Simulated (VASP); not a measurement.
# TiAl3 (I4/mmm) in VASP: a series of runs

TiAl3 is run at these levels: PBEsol; tasks: single point.

Program: VASP 6.6.1. These are calculated values, not measurements. Logs are shortened: lines on timing, memory, paths and dates and some standing lists are left out, and cuts for length are marked.

**1. The cell of the first run**

The structure is tetragonal, space group I4/mmm (No. 139). The conventional cell has a = 3.816 Å, b = 3.816 Å, c = 8.554 Å, α = 90.00°, β = 90.00°, γ = 90.00°. Within 3.6 Å of Ti (site symmetry 4/mmm) lie 12 Al at 2.70 to 2.87 Å. Within 3.6 Å of Al (site symmetry 4/mmm) lie 4 Ti at 2.70 Å and 8 Al at 2.87 Å. Al (site symmetry -4m2) has 8 Al at 2.70 to 2.87 Å and 4 Ti at 2.87 Å within 3.6 Å.

**2. Single point, PBEsol**

The input, INCAR:

```
ALGO = Fast ; EDIFF = 1E-6
ENCUT = 520 ; GGA = PS
ISIF = 2 ; ISMEAR = 0
LASPH = T ; LCHARG = T
LELF = T ; LREAL = F
LVHAR = T ; LWAVE = F
NBANDS = 18 ; NELM = 100
PREC = Accurate ; SIGMA = 0.1
```

The input, KPOINTS:

```
k-points
0
Gamma
  16 16 16
```

The input, POSCAR:

```
TiAl3
1.0
   -1.9077740733      1.9077740733      4.2769968076
    1.9077740733     -1.9077740733      4.2769968076
    1.9077740733      1.9077740733     -4.2769968076
Ti Al
1 3
Direct
    0.0000000000      0.0000000000      0.0000000000
    0.5000000000      0.5000000000      0.0000000000
    0.7500000000      0.2500000000      0.5000000000
    0.2500000000      0.7500000000      0.5000000000
```

Potentials or basis: VASP PAW PBE potentials, release 64 (Ti_sv, Al).

The run is started by

```
$ cat potpaw_PBE.64/Ti_sv/POTCAR potpaw_PBE.64/Al/POTCAR > POTCAR
$ mpirun -np 1 vasp_std > vasp.out
```

OUTCAR:

```text
EDIFF = 1E-6
   ENCUT = 520
   GGA = PS
   ISIF = 2
   ISMEAR = 0
   LASPH = T
   LREAL = F
   NELM = 100
   PREC = Accurate

 ion  position               nearest neighbor table
   1  0.000  0.000  0.000-   2 2.70   2 2.70   2 2.70   2 2.70   4 2.87   3 2.87   4 2.87   3 2.87
                             3 2.87   3 2.87   4 2.87   4 2.87
   2  0.500  0.500  0.000-   1 2.70   1 2.70   1 2.70   1 2.70   4 2.87   3 2.87   4 2.87   3 2.87
                             4 2.87   4 2.87   3 2.87   3 2.87
   3  0.750  0.250  0.500-   4 2.70   4 2.70   4 2.70   4 2.70   2 2.87   1 2.87   2 2.87   1 2.87
                             2 2.87   2 2.87   1 2.87   1 2.87
   4  0.250  0.750  0.500-   3 2.70   3 2.70   3 2.70   3 2.70   2 2.87   1 2.87   2 2.87   1 2.87
                             1 2.87   1 2.87   2 2.87   2 2.87

  LATTYP: Found a body centered tetragonal cell.
 ALAT       =     3.8155481466
 C/A-ratio  =     2.2418780439

  Lattice vectors:

 A1 = (  -1.9077740733,   1.9077740733,   4.2769968076)
 A2 = (   1.9077740733,  -1.9077740733,   4.2769968076)
 A3 = (   1.9077740733,   1.9077740733,  -4.2769968076)

Analysis of symmetry for initial positions (statically):
=====================================================================
 Subroutine PRICEL returns:
 Original cell was already a primitive cell.

 Routine SETGRP: Setting up the symmetry group for a
 body centered tetragonal supercell.

 Subroutine GETGRP returns: Found 16 space group operations
 (whereof 16 operations were pure point group operations)
 out of a pool of 16 trial point group operations.

The static configuration has the point symmetry D_4h.

Analysis of symmetry for dynamics (positions and initial velocities):
=====================================================================
 Subroutine PRICEL returns:
 Original cell was already a primitive cell.

 Routine SETGRP: Setting up the symmetry group for a
 body centered tetragonal supercell.

 Subroutine GETGRP returns: Found 16 space group operations
 (whereof 16 operations were pure point group operations)
 out of a pool of 16 trial point group operations.

The dynamic configuration has the point symmetry D_4h.

 Subroutine INISYM returns: Found 16 space group operations
 (whereof 16 operations are pure point group operations),
 and found     1 'primitive' translations

----------------------------------------------------------------------------------------

                                     Primitive cell

  volume of cell :      62.2663

  direct lattice vectors                    reciprocal lattice vectors
    -1.907774073  1.907774073  4.276996808     0.000000000  0.262085541  0.116904459
     1.907774073 -1.907774073  4.276996808     0.262085541  0.000000000  0.116904459
     1.907774073  1.907774073 -4.276996808     0.262085541  0.262085541  0.000000000

  length of vectors
     5.056867165  5.056867165  5.056867165     0.286976451  0.286976451  0.370644927

  position of ions in fractional coordinates (direct lattice)
     0.000000000  0.000000000  0.000000000
     0.500000000  0.500000000  0.000000000
     0.750000000  0.250000000  0.500000000
     0.250000000  0.750000000  0.500000000

  ion indices of the primitive-cell ions
   primitive index   ion index
                 1           1
                 2           2
                 3           3
                 4           4

----------------------------------------------------------------------------------------

 KPOINTS: k-points

Automatic generation of k-mesh.
 Grid dimensions read from file:
 generate k-points for:   16   16   16

 Generating k-lattice:

  Cartesian coordinates                     Fractional coordinates (reciprocal lattice)
     0.000000000  0.016380346  0.007306529     0.062500000  0.000000000  0.000000000
     0.016380346  0.000000000  0.007306529     0.000000000  0.062500000  0.000000000
     0.016380346  0.016380346  0.000000000     0.000000000  0.000000000  0.062500000

  Length of vectors
     0.017936028  0.017936028  0.023165308

  Shift w.r.t. Gamma in fractional coordinates (k-lattice)
     0.000000000  0.000000000  0.000000000

 Subroutine IBZKPT returns following result:
 ===========================================

 Found    349 irreducible k-points:

 Following reciprocal coordinates:
            Coordinates               Weight
  0.000000  0.000000  0.000000      1.000000
  0.062500  0.000000 -0.000000      8.000000
  0.125000  0.000000 -0.000000      8.000000
  0.187500  0.000000  0.000000      8.000000
  0.250000  0.000000 -0.000000      8.000000
  0.312500  0.000000  0.000000      8.000000
[... 16 lines left out ...]
 -0.125000  0.062500  0.000000     16.000000
 -0.062500  0.062500  0.000000      4.000000
 [... further k-points ...]
   k-points           NKPTS =    349   k-points in BZ     NKDIM =    349   number of bands    NBANDS=     18
   number of dos      NEDOS =    301   number of ions     NIONS =      4
   total plane-waves  NPLWV =  64000
   dimension x,y,z NGX =    40 NGY =   40 NGZ =   40
   dimension x,y,z NGXF=    80 NGYF=   80 NGZF=   80
   ions per type =               1   3
   NGX,Y,Z   is equivalent  to a cutoff of  13.15, 13.15, 13.15 a.u.
   NGXF,Y,Z  is equivalent  to a cutoff of  26.30, 26.30, 26.30 a.u.
 SYSTEM =  unknown system
   PREC   = accura    normal or accurate (medium, high low for compatibility)
   ISTART =      0    job   : 0-new  1-cont  2-samecut
   ICHARG =      2    charge: 1-file 2-atom 10-const
   ISPIN  =      1    spin polarized calculation?
   LNONCOLLINEAR =      F non collinear calculations
   LSORBIT =      F    spin-orbit coupling
   LASPH  =      T    aspherical Exc in radial PAW
   ENCUT  =  520.0 eV  38.22 Ry    6.18 a.u.   9.40  9.40  9.40*2*pi/ulx,y,z
   NELM   =    100;   NELMIN=  2; NELMDL= -5     # of ELM steps
   EDIFF  = 0.1E-05   stopping-criterion for ELM
   LREAL  =      F    real-space projection
   EDIFFG = 0.1E-04   stopping-criterion for IOM
   NSW    =      0    number of steps for IOM
   IBRION =     -1    ionic relax: 0-MD 1-quasi-New 2-CG
   NFREE  =      0    steps in history (QN), initial steepest desc. (CG)
   ISIF   =      2    stress and relaxation
   ISYM   =      2    0-nonsym 1-usesym 2-fastsym
   POTIM  = 0.5000    time-step for ionic-motion
   TEBEG  =    0.0;   TEEND  =   0.0 temperature during run
   PSTRESS=    0.0 pullay stress
   NELECT =      21.0000    total number of electrons
   NUPDOWN=      -1.0000    fix difference up-down
   EMIN   =  10.00;   EMAX   =-10.00  energy-range for DOS
   EFERMI =   0.00;   METHOD = LEGACY
   ISMEAR =     0;   SIGMA  =   0.10  broadening in eV -4-tet -1-fermi 0-gaus
   EFERMI_NEDOS =   21; number of points for ismear=-14 and -15
   IALGO  =     68    algorithm
   IMIX   =      4    mixing-type and parameters
     AMIX     =   0.40;   BMIX     =  1.00
     AMIX_MAG =   1.60;   BMIX_MAG =  1.00
  volume/ion in A,a.u.               =      15.57       105.05
  Fermi-wavevector in a.u.,A,eV,Ry     =   1.139542  2.153422 17.667926  1.298556
  Thomas-Fermi vector in A             =   2.276245
   LORBIT       =      0    0 simple, 1 ext, 2 COOP (PROOUT), +10 PAW based schemes
   GGA     = PS    functional components
   LHFCALC =     F    Hartree Fock is set to
   AEXX    =    0.0000 exact exchange contribution
   IVDW    =     0    specifies the selected vdW correction
   LEPSILON=     F    determine dielectric tensor
   LRPA    =     F    only Hartree local field effects (RPA)
 non-spin polarized calculation
 RMM-DIIS sequential band-by-band and
 Gauss-broadening in eV      SIGMA  =   0.10
  energy-cutoff  :      520.00
  volume of cell :       62.27
 maximum number of plane-waves:      1696
 NGX is ok and might be reduce to    40
   NGX = 19   NGY = 19   NGZ = 19

 number of electron      20.9999999 magnetization

 Free energy of the ion-electron system (eV)
  ---------------------------------------------------
  ext. energy  EPLUGINS =         0.00000000
  ---------------------------------------------------
  free energy    TOTEN  =       -22.23237999 eV

  energy without entropy =      -22.22381878  energy(sigma->0) =      -22.22809938

 E-fermi :   8.3340     XC(G=0): -10.8954

 val. band max:        8.3326418520   @ k =  -0.0625   0.1250   0.0625
 cond. band min:       8.3416164620   @ k =   0.3750   0.1875   0.0000
 fundamental gap:      0.0089746100
 Fermi energy:         8.3339505937

 k-point     1 :       0.0000    0.0000    0.0000
  band No.  band energies     occupation
      1     -47.8597      2.00000
      2     -24.2814      2.00000
      3     -24.2814      2.00000
      4     -24.2014      2.00000
      5      -1.8074      2.00000
      6       5.4570      2.00000
[... 10 lines left out ...]
     17      12.1941      0.00000
     18      12.1944      0.00000

 k-point     2 :       0.0625    0.0000   -0.0000
  band No.  band energies     occupation
      1     -47.8597      2.00000
      2     -24.2825      2.00000
      3     -24.2813      2.00000
      4     -24.2013      2.00000
      5      -1.7582      2.00000
      6       5.1923      2.00000
[... 10 lines left out ...]
     17      12.2075      0.00000
     18      12.4948      0.00000

 k-point     3 :       0.1250    0.0000   -0.0000
  band No.  band energies     occupation
      1     -47.8595      2.00000
      2     -24.2857      2.00000
      3     -24.2811      2.00000
      4     -24.2012      2.00000
      5      -1.6113      2.00000
      6       4.8564      2.00000
[... 10 lines left out ...]
     17      12.2688      0.00000
     18      13.1831      0.00000

 k-point     4 :       0.1875    0.0000    0.0000
  band No.  band energies     occupation
      1     -47.8593      2.00000
      2     -24.2905      2.00000
      3     -24.2808      2.00000
      4     -24.2009      2.00000
      5      -1.3684      2.00000
      6       4.4996      2.00000
[... 10 lines left out ...]
     17      12.4521      0.00000
     18      13.9592      0.00000

 k-point     5 :       0.2500    0.0000   -0.0000
  band No.  band energies     occupation
      1     -47.8590      2.00000
      2     -24.2962      2.00000
      3     -24.2805      2.00000
      4     -24.2007      2.00000
      5      -1.0324      2.00000
      6       4.0248      2.00000
[... 10 lines left out ...]
     17      12.8319      0.00000
     18      13.9945      0.00000

 k-point     6 :       0.3125    0.0000    0.0000
  band No.  band energies     occupation
      1     -47.8587      2.00000
      2     -24.3018      2.00000
      3     -24.2801      2.00000
      4     -24.2004      2.00000
      5      -0.6075      2.00000
      6       3.3723      2.00000
[... 10 lines left out ...]
     17      13.2647      0.00000
     18      13.9678      0.00000

 k-point     7 :       0.3750    0.0000    0.0000
  band No.  band energies     occupation
      1     -47.8585      2.00000
      2     -24.3065      2.00000
      3     -24.2798      2.00000
      4     -24.2002      2.00000
      5      -0.1001      2.00000
      6       2.6323      2.00000
[... 10 lines left out ...]
     17      13.1249      0.00000
     18      14.2109      0.00000

 k-point     8 :       0.4375    0.0000   -0.0000
  band No.  band energies     occupation
      1     -47.8584      2.00000
      2     -24.3097      2.00000
      3     -24.2796      2.00000
      4     -24.2001      2.00000
      5       0.4779      2.00000
      6       1.8943      2.00000
[... 10 lines left out ...]
     17      12.9382      0.00000
     18      14.2906      0.00000
[... 229 lines left out ...]
     17      13.4226      0.00000
     18      13.5729      0.00000

 k-point    20 :      -0.3125    0.0625    0.0000
  band No.  band energies     occupation
      1     -47.8587      2.00000
      2     -24.3016      2.00000
      3     -24.2811      2.00000
      4     -24.2002      2.00000
      5      -0.6367      2.00000
      6       3.5448      2.00000
[... 10 lines left out ...]
     17      12.8850      0.00000
     18      13.5481      0.00000

 k-point    21 :      -0.2500    0.0625    0.0000
  band No.  band energies     occupation
      1     -47.8590      2.00000
      2     -24.2960      2.00000
      3     -24.2815      2.00000
      4     -24.2005      2.00000
      5      -1.0469      2.00000
      6       4.2459      2.00000
[... 10 lines left out ...]
     17      12.7309      0.00000
     18      13.6154      0.00000

 k-point    22 :      -0.1875    0.0625   -0.0000
  band No.  band energies     occupation
      1     -47.8592      2.00000
      2     -24.2904      2.00000
      3     -24.2819      2.00000
      4     -24.2007      2.00000
      5      -1.3675      2.00000
      6       4.8096      2.00000
[... 10 lines left out ...]
     17      12.5974      0.00000
     18      13.9574      0.00000

 k-point    23 :      -0.1250    0.0625    0.0000
  band No.  band energies     occupation
      1     -47.8595      2.00000
      2     -24.2857      2.00000
      3     -24.2822      2.00000
      4     -24.2010      2.00000
      5      -1.5945      2.00000
      6       5.2264      2.00000
[... 10 lines left out ...]
     17      12.4480      0.00000
     18      13.2238      0.00000

 k-point    24 :      -0.0625    0.0625    0.0000
  band No.  band energies     occupation
      1     -47.8596      2.00000
      2     -24.2826      2.00000
      3     -24.2824      2.00000
      4     -24.2012      2.00000
      5      -1.7253      2.00000
      6       5.5267      2.00000
[... 10 lines left out ...]
     17      12.3403      0.00000
     18      12.5883      0.00000

 [... further k-points ...]

------------------------ aborting loop because EDIFF is reached ----------------------------------------

  FORCE on cell =-STRESS in cart. coord.  units (eV):
  Direction    XX          YY          ZZ          XY          YZ          ZX
  --------------------------------------------------------------------------------------
  -------------------------------------------------------------------------------------
  Total        0.0322203      0.0322203      0.0142465      0.0000000      0.0000000      0.0000000
  in kB        0.8290623      0.8290623      0.3665773      0.0000000      0.0000000      0.0000000
  external PRESSURE =       0.6749006 kB  Pullay stress =       0.0000000 kB

 VOLUME and BASIS-vectors are now :
 -----------------------------------------------------------------------------
  energy-cutoff  :      520.00
  volume of cell :       62.27
      direct lattice vectors                 reciprocal lattice vectors
    -1.907774073  1.907774073  4.276996808     0.000000000  0.262085541  0.116904459
     1.907774073 -1.907774073  4.276996808     0.262085541  0.000000000  0.116904459
     1.907774073  1.907774073 -4.276996808     0.262085541  0.262085541  0.000000000

 POSITION                                       TOTAL-FORCE (eV/Angst)
 -----------------------------------------------------------------------------------
      0.00000      0.00000      0.00000         0.000000      0.000000      0.000000
      0.00000      0.00000      4.27700         0.000000      0.000000      0.000000
     -0.00000      1.90777      2.13850        -0.000000      0.000000      0.000000
      1.90777     -0.00000      2.13850         0.000000     -0.000000     -0.000000
 -----------------------------------------------------------------------------------
    total drift:                               -0.000000     -0.000000     -0.000000

  FREE ENERGIE OF THE ION-ELECTRON SYSTEM (eV)
  ---------------------------------------------------
  free  energy   TOTEN  =       -22.2323799923 eV

  energy  without entropy=      -22.2238187771  energy(sigma->0) =      -22.22809938
```

Wall time 9.8 min (1 thread of Intel Xeon 6975P-C (Granite Rapids), shared host); peak memory 0.54 GiB.

What came out:

- Free energy: -22.2324 eV
- Pressure: 0.1 GPa
- Band gap on the k mesh: zero (an odd number of electrons rules out a gap without spin polarisation)

Caveat: the PAW data sets were made with another functional, which shifts forces and pressure a little.

**3. Single point, PBEsol (biaxial strain in the a-b plane: -3.0 %, then relaxed in part)**

The input, INCAR:

```
ALGO     = Fast           # electronic algorithm
EDIFF    = 1E-6           # SCF threshold, eV
ENCUT    = 520            # plane-wave cutoff, eV
GGA      = PS             # functional
ISIF     = 2              # what is computed and relaxed
ISMEAR   = 0              # smearing method
LASPH    = True           # aspherical terms in the spheres
LCHARG   = True           # write CHGCAR
LELF     = True           # ELF
LREAL    = False          # projectors in reciprocal space
LVHAR    = True         
LWAVE    = False          # write WAVECAR
NBANDS   = 31             # bands
NELM     = 80             # most SCF steps
PREC     = Accurate       # precision mode
SIGMA    = 0.1            # smearing width, eV
```

The input, KPOINTS:

```
k-points
0
Gamma
  10 10 4
```

The input, POSCAR:

```
TiAl3
1.0
    3.7010817025      0.0000000000      0.0000000000
    0.0000000000      3.7010817025      0.0000000000
    0.0000000000      0.0000000000      8.6539195171
Ti Al
2 6
Direct
    0.0000000000      0.0000000000      0.0000000000
    0.5000000000      0.5000000000      0.5000000000
    0.5000000000      0.5000000000      0.0000000000
    0.0000000000      0.5000000000      0.2500000000
    0.5000000000      0.0000000000      0.2500000000
    0.0000000000      0.0000000000      0.5000000000
    0.5000000000      0.0000000000      0.7500000000
    0.0000000000      0.5000000000      0.7500000000
```

Potentials or basis: VASP PAW PBE potentials, release 64 (Ti_sv, Al).

The run is started by

```
$ cat potpaw_PBE.64/Ti_sv/POTCAR potpaw_PBE.64/Al/POTCAR > POTCAR
$ mpirun -np 1 vasp_std > vasp.out
```

Wall time 8.7 min (1 thread of Intel Xeon Platinum 8259CL at 2.50GHz (Skylake/Cascade Lake), shared host); peak memory 0.33 GiB.

It converged, with:

```
Free energy            : -44.2500 eV
Pressure               : 6.5 GPa
Band gap on the k mesh : zero (bands 21 and 22 overlap by 2.39 eV)
```

Stress tensor (GPa, compression positive):
```
9.71 0.00 0.00
0.00 9.71 0.00
0.00 0.00 0.08
```

Levels at points of the mesh, in eV from the Fermi level:
```tsv
k point	band 17	band 18	band 19	band 20	band 21	band 22	band 23	band 24	band 25	band 26
(0.00, 0.00, 0.00)	-1.14	-0.66	-0.66	-0.32	0.75	0.75	0.94	1.04	2.09	2.09
(0.50, 0.00, 0.00)	-1.28	-1.28	-0.94	-0.94	0.40	0.40	2.05	2.05	2.58	2.58
(0.50, 0.50, 0.00)	-2.65	-2.65	-2.36	-2.36	-1.17	-1.17	2.01	2.01	2.19	2.20
(0.00, 0.00, 0.50)	-0.95	-0.95	-0.52	-0.52	0.99	0.99	1.38	1.38	1.38	1.38
(0.50, 0.00, 0.50)	-0.98	-0.98	-0.45	-0.45	0.61	0.61	2.05	2.05	2.39	2.39
(0.50, 0.50, 0.50)	-1.90	-1.90	-1.90	-1.90	-1.39	-1.39	0.75	0.75	2.02	2.02
```

Caveat: the cell differs from its parent crystal (biaxial strain in the a-b plane: -3.0 %, then relaxed in part); the cell stands under pressure; the PAW data sets were made with another functional, which shifts forces and pressure a little.

(Continued in part 2 of 2.)
